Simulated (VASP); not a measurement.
The system is P.

```
P
1.0
     3.75021    0.00000    0.00000
     0.00000    7.67668    0.00000
     0.00000    0.00000    2.64382
P
4
Direct
  0.25373 0.62492 0.50000
  0.24627 0.12492 0.50000
  0.75373 0.87508 0.50000
  0.74627 0.37508 0.50000
```

| Item | Value |
| --- | --- |
| Program | VASP 6.6.1 |
| Task | relaxation of cell and atoms |
| Functional | PBE |
| Potentials or basis | VASP PAW PBE potentials, release 64 (P) |
| Cutoff | 600 eV |
| k mesh | 4 × 2 × 6 |
| Occupations | gaussian, width 0.1 eV |
| Spin | no spin polarisation |

At the start: pressure -15.0 GPa; volume 19.03 Å³/atom.

Task: How do energy, volume and symmetry change on relaxing?

Result: Over 8 steps the energy falls by 283.7 meV/atom and the volume is 14.81 Å³/atom (-22.1 %); space group P4/mmm (No. 123, to 0.05 Å).

The path:
```tsv
step	energy change (eV)	largest force (eV/Å)	pressure (GPa)	volume (Å³)
1	0.0000	0.0359	-14.98	76.11
2	-1.1201	0.0785	2.11	58.12
3	-1.1234	0.0760	0.45	58.87
4	-1.1123	0.0464	1.15	58.90
5	-1.1332	0.0631	0.66	58.88
6	-1.1343	0.0445	-0.26	59.34
7	-1.1343	0.0462	-0.18	59.29
8	-1.1347	0.0313	-0.12	59.26
```

Final structure:
```
P
1.0
     3.54283    0.00000    0.00000
     0.00000    7.08579    0.00000
     0.00000    0.00000    2.36058
P
4
Direct
  0.25146 0.62499 0.50000
  0.24854 0.12499 0.50000
  0.75146 0.87501 0.50000
  0.74854 0.37501 0.50000
```

Caveat: the k points lie up to 0.44 Å⁻¹ apart in the final cell; the volume moved by over 15 % at a fixed basis, so the end points are rough.
